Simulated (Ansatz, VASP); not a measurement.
NaMg2Si2 in VASP and in Ansatz

```
Na Mg Si
1.0
     4.72264    0.00000    0.00000
    -2.36132    4.08993    0.00000
     0.00000    0.00000    5.73692
Na Mg Si
1 2 2
Direct
  0.00000 0.00000 0.00000
  0.33333 0.66667 0.68201
  0.66667 0.33333 0.31799
  0.66667 0.33333 0.79218
  0.33333 0.66667 0.20782
```

Change from the starting cell: species swapped into the CaMn2P2 type (P-3m1, No. 164).

Alike in both runs: functional PBE; k mesh 12 × 12 × 8; occupations gaussian, width 0.1 eV; no spin polarisation.

Ansatz relaxed the structure, and its values are those at the end. VASP's run is a single point on that final structure, the one shown.

|  | VASP | Ansatz |
| --- | --- | --- |
| version | VASP 6.6.1 | Ansatz 0.2.0 |
| potentials or method | VASP PAW PBE potentials, release 64 (Na_pv, Mg, Si), cutoff 520 eV | scalar-relativistic, plane waves, PAW |
| valence electrons in the cell | 19 | 37 |

Ansatz gave:

```
gap on the k mesh at the Fermi level (eV) : none
pressure (GPa)                            : 0.0
```

Task: Estimate VASP's values.

Result: gap on the k mesh at the Fermi level (eV): none; pressure (GPa): -0.1.

A gap of «none» marks a metal or a gap that the smearing closes. VASP's potentials hold 19 valence electrons a cell and Ansatz's 37, so a difference there can come from the potentials and not from the codes.
